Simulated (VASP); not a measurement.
Input of a VASP 6.6.1 run:

INCAR

```
SYSTEM = ScAl3
  PREC = Accurate
  ENCUT = 600
  EDIFF = 1E-7
  ISMEAR = 0
  SIGMA = 0.1
  LREAL = .False.
  LASPH = .True.
  NELM = 80
  ALGO = Fast
  ISIF = 3
  LWAVE = .False.
  LCHARG = .False.
  GGA = PS
  IBRION = 2
  NSW = 80
  EDIFFG = -0.003
```

The input KPOINTS:

```
Automatic mesh
0
Gamma
  14 14 14
  0 0 0
```

The input POSCAR:

```
ScAl3
1.0
    4.1000000000      0.0000000000      0.0000000000
    0.0000000000      4.1000000000      0.0000000000
    0.0000000000      0.0000000000      4.1000000000
Al Sc
3 1
Direct
    0.0000000000      0.5000000000      0.5000000000
    0.5000000000      0.0000000000      0.5000000000
    0.5000000000      0.5000000000      0.0000000000
    0.0000000000      0.0000000000      0.0000000000
```

Potentials or basis: VASP PAW PBE potentials, release 64 (Al, Sc_sv).

The run is started by

```sh
$ cat potpaw_PBE.64/Al/POTCAR potpaw_PBE.64/Sc_sv/POTCAR > POTCAR
$ mpirun -np 1 vasp_std > vasp.out
```

(1) Estimate the space group after relaxing (to 0.05 Å).

(2) What does it give for the relaxed cell?

## Answers

(1) Pm-3m (No. 221).

(2) a = 4.074 Å, b = 4.074 Å, c = 4.074 Å, α = 90.00°, β = 90.00°, γ = 90.00°.
